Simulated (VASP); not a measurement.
The system is MoSe2.

```
CELL_PARAMETERS angstrom
3.28800 0.00000 0.00000
-1.64400 2.84749 0.00000
0.00000 0.00000 12.90000
ATOMIC_POSITIONS crystal
Mo 0.33333 0.66667 0.25000
Mo 0.66667 0.33333 0.75000
Se 0.33333 0.66667 0.62500
Se 0.66667 0.33333 0.12500
Se 0.33333 0.66667 0.87500
Se 0.66667 0.33333 0.37500
```

```yaml
Program: VASP 6.6.1
Task: relaxation of cell and atoms
Functional: PBE
Dispersion: D3(BJ)
Potentials_or_basis: VASP PAW PBE potentials, release 64 (Mo_sv, Se)
Cutoff: 500 eV
k_mesh: 12 × 12 × 4
Occupations: gaussian, width 0.01 eV
Spin: no spin polarisation
```

At the start: pressure 4.5 GPa; volume 20.13 Å³/atom.

Problem. Where does the relaxation end?

Solution. Over 13 steps the energy falls by 24.0 meV/atom and the volume is 19.76 Å³/atom (-1.8 %); space group P6_3/mmc (No. 194, to 0.05 Å).

Step by step:
```tsv
step	energy change (eV)	largest force (eV/Å)	pressure (GPa)	volume (Å³)
1	0.0000	1.1439	4.55	120.78
2	0.2335	1.2901	-9.30	130.99
3	-0.1077	0.1471	-1.22	124.29
4	-0.1079	0.1799	-1.03	124.16
5	-0.1226	0.1158	-0.28	122.51
6	-0.1234	0.0987	-0.06	122.06
7	-0.1276	0.0896	-0.06	121.64
8	-0.1378	0.0619	-0.03	120.39
9	-0.1433	0.0011	0.19	117.89
10	-0.1441	0.0232	0.12	118.60
11	-0.1441	0.0202	0.13	118.50
12	-0.1423	0.1116	-0.76	119.06
13	-0.1442	0.0012	0.00	118.58
```

Final structure:
```
Mo Se
1.0
     3.27898    0.00000    0.00000
    -1.63949    2.83968    0.00000
     0.00000    0.00000   12.73491
Mo Se
2 4
Direct
  0.33333 0.66667 0.25000
  0.66667 0.33333 0.75000
  0.33333 0.66667 0.61843
  0.66667 0.33333 0.11843
  0.33333 0.66667 0.88157
  0.66667 0.33333 0.38157
```
